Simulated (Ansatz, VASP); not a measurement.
# Two plane-wave programs on TiO2

INCAR

```
SYSTEM = TiO2
  ALGO = Normal
  EDIFF = 1E-6
  ENCUT = 520
  GGA = PE
  ISIF = 2
  ISMEAR = 0
  LASPH = .TRUE.
  LCHARG = .FALSE.
  LDAU = .TRUE.
  LDAUJ = 0 0
  LDAUL = 2 -1
  LDAUPRINT = 1
  LDAUTYPE = 2
  LDAUU = 4 0
  LMAXMIX = 4
  LREAL = .FALSE.
  LWAVE = .FALSE.
  NBANDS = 33
  NELM = 150
  PREC = Accurate
  SIGMA = 0.05
```

File KPOINTS:

```
k-points
0
G
  6 6 6
  0 0 0
```

Contents of POSCAR:

```
TiO2
1.0
    2.6847502805     -2.6848248863     -0.0200337111
    2.6847502805      2.6848248863     -0.0200337111
   -2.6483287093      0.0000000000      4.8834674903
Ti O
2 4
Direct
    0.1250069486      0.8749930514      0.2500000000
    0.8749930514      0.1250069486      0.7500000000
    0.3302226688      0.0802459441      0.6604550595
    0.6697773312      0.9197540559      0.3395449405
    0.9197540559      0.6697773312      0.8395449405
    0.0802459441      0.3302226688      0.1604550595
```

Input for Ansatz:

```yaml
crystal:
  lattice:
    - [2.6847502805, -2.6848248863, -0.0200337111]
    - [2.6847502805, 2.6848248863, -0.0200337111]
    - [-2.6483287093, 0.0, 4.8834674903]
  atoms:
    - { symbol: Ti, position: [0.1250069486, 0.8749930514, 0.25] }
    - { symbol: Ti, position: [0.8749930514, 0.1250069486, 0.75] }
    - { symbol: O, position: [0.3302226688, 0.0802459441, 0.6604550595] }
    - { symbol: O, position: [0.6697773312, 0.9197540559, 0.3395449405] }
    - { symbol: O, position: [0.9197540559, 0.6697773312, 0.8395449405] }
    - { symbol: O, position: [0.0802459441, 0.3302226688, 0.1604550595] }
basis:
  ecutwfc: 520.0
kpoints:
  mp_grid: { grid: [6, 6, 6] }
hamiltonian:
  xc: pbe
  pseudopotentials: { kind: paw, azcp: { folder: soft_1 } }
  hubbard: { sites: [{ species: Ti, l: d, u_eff: 4.0 }] }
scf:
  occupations: { method: gaussian, width: 0.05 }
output:
  forces: true
  stress: true
  eigenvalues: true
```

Alike in both runs: task single point; functional PBE; k mesh 6 × 6 × 6; occupations gaussian, width 0.05 eV; no spin polarisation; Hubbard terms Ti d U = 4.0 eV.

|  | VASP | Ansatz |
| --- | --- | --- |
| version | VASP 6.6.1 | Ansatz 0.2.0 |
| potentials or method | VASP PAW PBE potentials, release 64 (Ti_sv, O), cutoff 520 eV | scalar-relativistic, plane waves, PAW |
| valence electrons in the cell | 48 | 48 |

|  | VASP | Ansatz | Ansatz less VASP |
| --- | --- | --- | --- |
| gap on the k mesh at the Fermi level (eV) | 2.77 | 2.73 | -0.038 |
| least direct gap on the mesh (eV) | 3.02 | 2.97 | -0.049 |
| pressure (GPa) | 7.8 | 3.4 | -4.40 |
| traceless stress, the component that is largest in VASP (GPa) | -0.50 | 0.16 | +0.659 |
| rms of the force components (eV/Å) | 0.116 | 0.043 | -0.0733 |

The programs project onto different local orbitals, so the same U acts differently, and such runs can settle in different states. Atom by atom the forces differ by 0.073 eV/Å (rms over components).
